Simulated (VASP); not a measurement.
Input of a VASP 6.6.1 run:

INCAR

```
SYSTEM = Ca
PREC     = Accurate       ! precision mode
ENCUT    = 520            ! plane-wave cutoff, eV
EDIFF    = 1E-6           ! SCF threshold, eV
ISMEAR   = 0              ! smearing method
SIGMA    = 0.15           ! smearing width, eV
LREAL    = .False.        ! projectors in reciprocal space
LASPH    = .True.         ! aspherical terms in the spheres
NELM     = 80             ! most SCF steps
ALGO     = Normal         ! electronic algorithm
ISIF     = 2              ! what is computed and relaxed
LWAVE    = .False.        ! write WAVECAR
LCHARG   = .True.         ! write CHGCAR
GGA      = PE             ! functional
LELF     = .True.         ! ELF
LVHAR    = .True.       
NBANDS   = 11             ! bands
```

The input KPOINTS:

```
Automatic mesh
0
Gamma
  14 14 14
  0 0 0
```

POSCAR

```
Ca
1.0
    0.0000000000      2.7942000000      2.7942000000
    2.8919970000      0.0000000000      2.7942000000
    2.8919970000      2.7942000000      0.0000000000
Ca
1
Direct
    0.0000000000      0.0000000000      0.0000000000
```

Potentials or basis: VASP PAW PBE potentials, release 64 (Ca_sv).

Run with:

```sh
$ cat potpaw_PBE.64/Ca_sv/POTCAR > POTCAR
$ mpirun -np 1 vasp_std > vasp.out
```

Problem. Estimate the pressure.

Solution. -1.1 GPa.

Problem. Predict the band gap on the k mesh.

Solution. Zero (band 5 reaches 1.91 eV, above the bottom of band 6 at 1.50 eV).

Stress tensor (GPa, compression positive):
```
-1.26  0.00  0.00
 0.00 -0.96  0.00
 0.00  0.00 -0.96
```

Caveat: the cell differs from its parent crystal (strain +0.0350 x Voigt [1, 0, 0, 0, 0, 0]).
